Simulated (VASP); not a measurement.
Crystal: ZnSe.

```
CELL_PARAMETERS angstrom
0.00000 2.86614 2.86614
2.86614 0.00000 2.86614
2.86614 2.86614 0.00000
ATOMIC_POSITIONS crystal
Zn 0.00000 0.00000 0.00000
Se 0.25000 0.25000 0.25000
```

- Program: VASP 6.6.1
- Task: relaxation of cell and atoms
- Functional: PBEsol
- Potentials or basis: VASP PAW PBE potentials, release 64 (Zn, Se)
- Cutoff: 600 eV
- k mesh: 8 × 8 × 8
- Occupations: fermi-dirac, width 0.02 eV
- Spin: no spin polarisation

At the start: pressure -2.8 GPa; volume 23.54 Å³/atom.

Question: Where does the relaxation end?

Answer: Over 3 steps the energy falls by 10.2 meV/atom and the volume is 22.43 Å³/atom (-4.7 %); space group F-43m (No. 216, to 0.05 Å).

The path:
| step | energy change (eV) | largest force (eV/Å) | pressure (GPa) | volume (Å³) |
| --- | --- | --- | --- | --- |
| 1 | 0.0000 | 0.0000 | -2.82 | 47.09 |
| 2 | -0.0191 | 0.0000 | 0.78 | 44.32 |
| 3 | -0.0205 | 0.0000 | 0.01 | 44.85 |

Final structure:
```yaml
crystal:
  lattice:
    - [0.00000, 2.82002, 2.82002]
    - [2.82002, 0.00000, 2.82002]
    - [2.82002, 2.82002, 0.00000]
  atoms:
    - { symbol: Zn, position: [0.00000, 0.00000, 0.00000] }
    - { symbol: Se, position: [0.25000, 0.25000, 0.25000] }
```

Caveat: the PAW data sets were made with another functional, which shifts forces and pressure a little.
